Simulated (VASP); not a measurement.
The system is Cs2AgBiBr6.

```
CELL_PARAMETERS angstrom
0.00000 5.61610 5.61610
5.61610 0.00000 5.61610
5.61610 5.61610 0.00000
ATOMIC_POSITIONS crystal
Bi 0.00000 0.00000 0.00000
Cs 0.75000 0.75000 0.75000
Cs 0.25000 0.25000 0.25000
Ag 0.50000 0.50000 0.50000
Br 0.74945 0.74945 0.25055
Br 0.25055 0.25055 0.74945
Br 0.74945 0.25055 0.25055
Br 0.74945 0.25055 0.74945
Br 0.25055 0.74945 0.74945
Br 0.25055 0.74945 0.25055
```

Base run:

* Program: VASP 6.6.1
* Functional: LDA
* Potentials or basis: VASP PAW LDA potentials, release 64 (Bi_d, Cs_sv, Ag_sv_GW, Br)
* Cutoff: 630 eV
* k mesh: 4 × 4 × 4
* Occupations: fermi-dirac, width 0.05 eV
* Spin: no spin polarisation
* Hubbard terms: Ag d U = 5.0 eV

Its results: band gap on the k mesh 1.39 eV (least direct gap 2.56 eV); pressure -1.3 GPa; largest force 0.271 eV/Å.

Q: The run is repeated on the same cell with these changes: hubbard terms from Ag d U = 5.0 eV to Ag d U = 8.0 eV. What comes out?

A: Band gap on the k mesh 1.53 eV (least direct gap 2.59 eV); pressure -1.2 GPa; largest force 0.238 eV/Å.

Caveats: spin-orbit coupling is left out, which moves the levels of the heavy elements.

A k mesh can miss the band edges.
